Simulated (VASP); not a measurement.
A run of VASP 6.6.1 is set up as follows.

POSCAR

```
PbS
1.0
    0.0000000000      3.0171049895      2.9795134127
    3.0171049895      0.0000000000      2.9795134127
    3.0171049895      3.0171049895      0.0000000000
Pb S
1 1
Direct
    0.0000000000      0.0000000000      0.0000000000
    0.5000000000      0.5000000000      0.5000000000
```

Contents of INCAR.step1:

```
PREC = Accurate ; ENCUT = 520
ISMEAR = 0 ; SIGMA = 0.01
LREAL = False ; LASPH = True
NELM = 60 ; NBANDS = 17
GGA = PE ; ALGO = Normal
EDIFF = 1E-4 ; LWAVE = True
LCHARG = False
```

File INCAR.step2:

```
PREC = Accurate ; ENCUT = 520
EDIFF = 1E-6 ; ISMEAR = 0
SIGMA = 0.01 ; LREAL = False
LASPH = True ; NELM = 60
ALGO = Normal ; ISIF = 2
LWAVE = False ; LCHARG = False
METAGGA = R2SCAN ; LMIXTAU = True
NBANDS = 17 ; ISTART = 1
```

File KPOINTS:

```
regular mesh
0
Gamma
  8 8 8
```

Potentials or basis: VASP PAW PBE potentials, release 64 (Pb_d, S).

Run with:

```console
$ cat potpaw_PBE.64/Pb_d/POTCAR potpaw_PBE.64/S/POTCAR > POTCAR
$ cp INCAR.step1 INCAR
$ mpirun -np 1 vasp_std > vasp.out
$ cp INCAR.step2 INCAR
$ mpirun -np 1 vasp_std > vasp.out
```

Problem. Predict the pressure.

Solution. -1.0 GPa.

Problem. What does it give for the band gap on the k mesh?

Solution. 0.76 eV.

Stress tensor (GPa, compression positive):
```
-1.44  0.00  0.00
 0.00 -1.44  0.00
 0.00  0.00 -0.01
```

Caveat: the cell differs from its parent crystal (epitaxial xy strain +1.0%); the PAW data sets were made with another functional, which shifts forces and pressure a little; spin-orbit coupling is left out, which moves the levels of the heavy elements. A k mesh can miss the band edges.
